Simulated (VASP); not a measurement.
# Al (P-1) in VASP: single point with r2SCAN

Aim: the single point of Al with r2SCAN.

All numbers are computed with VASP 6.6.1; they aren't measurements. Logs are shortened: lines on timing, memory, paths and dates and some standing lists are left out, and cuts for length are marked.

## (1) The cell of the first run

The typed cell holds 1 atom: a = 2.601 Å, b = 2.878 Å, c = 2.609 Å, α = 105.57°, β = 113.15°, γ = 103.61°.

## (2) Single point, r2SCAN

Contents of POSCAR:

```
Al
1.0
   -1.4917636540      1.4305686629      1.5789810704
    1.7655803727     -1.3820107840      1.8042399103
    1.5482971536      1.4385442837     -1.5304231915
Al
1
Direct
    0.0000000000      0.0000000000      0.0000000000
```

Contents of INCAR.step1:

```
PREC     = Accurate       # precision mode
ENCUT    = 520            # plane-wave cutoff, eV
ISMEAR   = 0              # smearing method
SIGMA    = 0.15           # smearing width, eV
LREAL    = False          # projectors in reciprocal space
LASPH    = True           # aspherical terms in the spheres
NELM     = 80             # most SCF steps
NBANDS   = 8              # bands
GGA      = PE             # functional
ALGO     = Normal         # electronic algorithm
EDIFF    = 1E-4           # SCF threshold, eV
LWAVE    = True           # write WAVECAR
LCHARG   = False          # write CHGCAR
```

Contents of INCAR.step2:

```
PREC     = Accurate       # precision mode
ENCUT    = 520            # plane-wave cutoff, eV
EDIFF    = 1E-6           # SCF threshold, eV
ISMEAR   = 0              # smearing method
SIGMA    = 0.15           # smearing width, eV
LREAL    = False          # projectors in reciprocal space
LASPH    = True           # aspherical terms in the spheres
NELM     = 80             # most SCF steps
ALGO     = Normal         # electronic algorithm
ISIF     = 2              # what is computed and relaxed
LWAVE    = False          # write WAVECAR
LCHARG   = False          # write CHGCAR
METAGGA  = R2SCAN         # meta-GGA
LMIXTAU  = True         
NBANDS   = 8              # bands
ISTART   = 1
```

Contents of KPOINTS:

```
Automatic mesh
0
Gamma
  14 14 14
```

Potentials or basis: VASP PAW PBE potentials, release 64 (Al).

On the command line:

```bash
cat potpaw_PBE.64/Al/POTCAR > POTCAR
cp INCAR.step1 INCAR
mpirun -np 1 vasp_std > vasp.out
cp INCAR.step2 INCAR
mpirun -np 1 vasp_std > vasp.out
```

OUTCAR:

```text
PREC = Accurate
   ENCUT = 520
   EDIFF = 1E-6
   ISMEAR = 0
   LREAL = False
   LASPH = True
   NELM = 80
   ISIF = 2
   METAGGA = R2SCAN
   ISTART = 1

 ion  position               nearest neighbor table
   1  0.000  0.000  0.000-

  LATTYP: Found a triclinic cell.
 ALAT       =     2.9940660402
 B/A-ratio  =     1.7114223457
 C/A-ratio  =     0.8715149358
 COS(alpha) =     0.0081656100
 COS(beta)  =     0.2719787992
 COS(gamma) =     0.8779353003

  Lattice vectors:

 A1 = (   1.8221138723,   1.4871021626,   1.8527977892)
 A2 = (   3.5876942450,   0.1050913786,   3.6570376995)
 A3 = (   1.5482971536,   1.4385442837,  -1.5304231915)

Analysis of symmetry for initial positions (statically):
=====================================================================
 Subroutine PRICEL returns:
 Original cell was already a primitive cell.

 Routine SETGRP: Setting up the symmetry group for a
 triclinic supercell.

 Subroutine GETGRP returns: Found  2 space group operations
 (whereof  2 operations were pure point group operations)
 out of a pool of  2 trial point group operations.

The static configuration has the point symmetry S_2 .

Analysis of symmetry for dynamics (positions and initial velocities):
=====================================================================
 Subroutine PRICEL returns:
 Original cell was already a primitive cell.

 Routine SETGRP: Setting up the symmetry group for a
 triclinic supercell.

 Subroutine GETGRP returns: Found  2 space group operations
 (whereof  2 operations were pure point group operations)
 out of a pool of  2 trial point group operations.

The dynamic configuration has the point symmetry S_2 .

 Subroutine INISYM returns: Found  2 space group operations
 (whereof  2 operations are pure point group operations),
 and found     1 'primitive' translations

----------------------------------------------------------------------------------------

                                     Primitive cell

  volume of cell :      15.9675

  direct lattice vectors                    reciprocal lattice vectors
    -1.491763654  1.430568663  1.578981070    -0.030087169  0.344172577  0.293071628
     1.765580373 -1.382010784  1.804239910     0.279367610 -0.010126942  0.273111401
     1.548297154  1.438544284 -1.530423191     0.298309072  0.343153812 -0.029068403

  length of vectors
     2.600974187  2.877934939  2.609373273     0.453046332  0.390817929  0.455618056

  position of ions in fractional coordinates (direct lattice)
     0.000000000  0.000000000  0.000000000

[... 73 lines left out ...]
   ENCUT  =  520.0 eV  38.22 Ry    6.18 a.u.   4.84  5.35  4.85*2*pi/ulx,y,z
   NELM   =     80;   NELMIN=  2; NELMDL=  0     # of ELM steps
   EDIFF  = 0.1E-05   stopping-criterion for ELM
   LREAL  =      F    real-space projection
   EDIFFG = 0.1E-04   stopping-criterion for IOM
   NSW    =      0    number of steps for IOM
   IBRION =     -1    ionic relax: 0-MD 1-quasi-New 2-CG
   NFREE  =      0    steps in history (QN), initial steepest desc. (CG)
   ISIF   =      2    stress and relaxation
   ISYM   =      2    0-nonsym 1-usesym 2-fastsym
   POTIM  = 0.5000    time-step for ionic-motion
   TEBEG  =    0.0;   TEEND  =   0.0 temperature during run
   PSTRESS=    0.0 pullay stress
   NELECT =       3.0000    total number of electrons
   NUPDOWN=      -1.0000    fix difference up-down
   EMIN   =  10.00;   EMAX   =-10.00  energy-range for DOS
   EFERMI =   0.00;   METHOD = LEGACY
   ISMEAR =     0;   SIGMA  =   0.15  broadening in eV -4-tet -1-fermi 0-gaus
   EFERMI_NEDOS =   21; number of points for ismear=-14 and -15
   IALGO  =     38    algorithm
   IMIX   =      4    mixing-type and parameters
     AMIX     =   0.40;   BMIX     =  1.00
     AMIX_MAG =   1.60;   BMIX_MAG =  1.00
  volume/ion in A,a.u.               =      15.97       107.75
  Fermi-wavevector in a.u.,A,eV,Ry     =   0.937640  1.771882 11.961812  0.879168
  Thomas-Fermi vector in A             =   2.064771
   LORBIT       =      0    0 simple, 1 ext, 2 COOP (PROOUT), +10 PAW based schemes
   METAGGA = R2SCAN    functional components
   LHFCALC =     F    Hartree Fock is set to
   AEXX    =    0.0000 exact exchange contribution
   IVDW    =     0    specifies the selected vdW correction
   LEPSILON=     F    determine dielectric tensor
   LRPA    =     F    only Hartree local field effects (RPA)
 non-spin polarized calculation
 Gauss-broadening in eV      SIGMA  =   0.15
  energy-cutoff  :      520.00
  volume of cell :       15.97
 maximum number of plane-waves:       443
   NGX =  9   NGY = 11   NGZ =  9

 number of electron       3.0000000 magnetization

 Free energy of the ion-electron system (eV)
  ---------------------------------------------------
  ext. energy  EPLUGINS =         0.00000000
  ---------------------------------------------------
  free energy    TOTEN  =        -6.55592657 eV

  energy without entropy =       -6.55149460  energy(sigma->0) =       -6.55371058

 E-fermi :   8.2972     XC(G=0): -11.0271

 val. band max:        8.2806917617   @ k =   0.3571  -0.0714   0.3571
 cond. band min:       8.2979019231   @ k =  -0.0714  -0.2857   0.0714
 fundamental gap:      0.0172101615
 Fermi energy:         8.2971659338

 k-point     1 :       0.0000    0.0000    0.0000
  band No.  band energies     occupation
      1      -3.7458      2.00000
      2      18.2971      0.00000
      3      18.9106      0.00000
      4      23.0192      0.00000
      5      25.4897      0.00000
      6      26.1202      0.00000
      7      26.3102      0.00000
      8      26.6794      0.00000
[... 243 lines left out ...]
 k-point    24 :       0.0714    0.1429    0.0000
  band No.  band energies     occupation
      1      -2.8757      2.00000
      2      11.9797      0.00000
      3      19.7852      0.00000
      4      22.2758      0.00000
      5      25.1653      0.00000
      6      25.6750      0.00000
      7      27.1755      0.00000
      8      29.3523      0.00000

 [... further k-points ...]
[... 5 lines left out ...]
  --------------------------------------------------------------------------------------
  -------------------------------------------------------------------------------------
  Total        0.4342788      0.2876911      0.6083342     -0.1265954     -0.0904440     -1.0587286
  in kB       43.5754142     28.8668510     61.0400926    -12.7025457     -9.0751299   -106.2325467
  external PRESSURE =      44.4941193 kB  Pullay stress =       0.0000000 kB

 VOLUME and BASIS-vectors are now :
 -----------------------------------------------------------------------------
  energy-cutoff  :      520.00
  volume of cell :       15.97
      direct lattice vectors                 reciprocal lattice vectors
    -1.491763654  1.430568663  1.578981070    -0.030087169  0.344172577  0.293071628
     1.765580373 -1.382010784  1.804239910     0.279367610 -0.010126942  0.273111401
     1.548297154  1.438544284 -1.530423191     0.298309072  0.343153812 -0.029068403

 POSITION                                       TOTAL-FORCE (eV/Angst)
 -----------------------------------------------------------------------------------
      0.00000      0.00000      0.00000        -0.000000      0.000000      0.000000
 -----------------------------------------------------------------------------------
    total drift:                               -0.000000      0.000000      0.000000

  FREE ENERGIE OF THE ION-ELECTRON SYSTEM (eV)
  ---------------------------------------------------
  free  energy   TOTEN  =        -6.5559265656 eV

  energy  without entropy=       -6.5514946010  energy(sigma->0) =       -6.55371058
```

OUTCAR.step1:

```text
PREC = Accurate
   ENCUT = 520
   ISMEAR = 0
   LREAL = False
   LASPH = True
   NELM = 80
[... 483 lines left out ...]

 POSITION                                       TOTAL-FORCE (eV/Angst)
 -----------------------------------------------------------------------------------
      0.00000      0.00000      0.00000         0.000000      0.000000      0.000000
 -----------------------------------------------------------------------------------
    total drift:                                0.000000      0.000000      0.000000

  FREE ENERGIE OF THE ION-ELECTRON SYSTEM (eV)
  ---------------------------------------------------
  free  energy   TOTEN  =        -3.5773709055 eV

  energy  without entropy=       -3.5724748201  energy(sigma->0) =       -3.57492286
```

It took 18 min on 1 thread of AMD EPYC 7R13, shared host; peak memory 0.22 GiB.

What came out:

| Quantity | Value |
| --- | --- |
| Free energy | -6.5559 eV |
| Pressure | 4.4 GPa |

Stress tensor (GPa, compression positive):
```
  4.36  -1.27 -10.62
 -1.27   2.89  -0.91
-10.62  -0.91   6.10
```

Caveat: the PAW data sets were made with another functional, which shifts forces and pressure a little.
